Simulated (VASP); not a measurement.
Runs of VASP 6.6.1 on SiC. The structure is that of space group P-6m2 (No. 187), or close to it. The cells are those of the table. 

| task | spin | cell | k mesh | cutoff (eV) | gap on the mesh (eV) | pressure (GPa) | moment (μB) | relaxed volume (Å³/atom) |
| --- | --- | --- | --- | --- | --- | --- | --- | --- |
| relaxation of cell and atoms | off | relaxed from a = 2.864, b = 2.864, c = 2.558 Å, angles 90.0, 90.0, 120.0°, 2 atoms | 24 × 24 × 22 | 600 | none | 0.0 | - | 9.13 |
| relaxation of cell and atoms | off | relaxed from a = 2.737, b = 2.737, c = 4.319 Å, angles 90.0, 90.0, 120.0°, 2 atoms | 6 × 6 × 4 | 600 | none | 0.0 | - | 9.13 |
| relaxation of cell and atoms | off | relaxed from a = 2.905, b = 2.905, c = 2.496 Å, angles 90.0, 90.0, 120.0°, 2 atoms | 6 × 6 × 6 | 600 | none | 0.0 | - | (a) |
| single point | collinear, ferromagnetic start | a = 2.737, b = 2.737, c = 4.319 Å, angles 90.0, 90.0, 120.0°, 2 atoms | 6 × 6 × 4 | 520 | none | -21.1 | 0.00 | - |
| single point | collinear, ferromagnetic start | a = 2.864, b = 2.864, c = 2.558 Å, angles 90.0, 90.0, 120.0°, 2 atoms | 6 × 6 × 6 | 520 | none | 0.1 | 0.00 | - |

Alike in all rows: level PBE; potentials or basis VASP PAW PBE potentials, release 64 (Si, C); smearing gaussian 0.1 eV.

Task: Fill in the values left out.

Result: (a) 9.09.

Caveats: some runs use coarse meshes; the volume moved by over 15 % at a fixed basis, so the end points are rough (some runs).

A gap of «none» marks levels without a gap at the run's occupations.
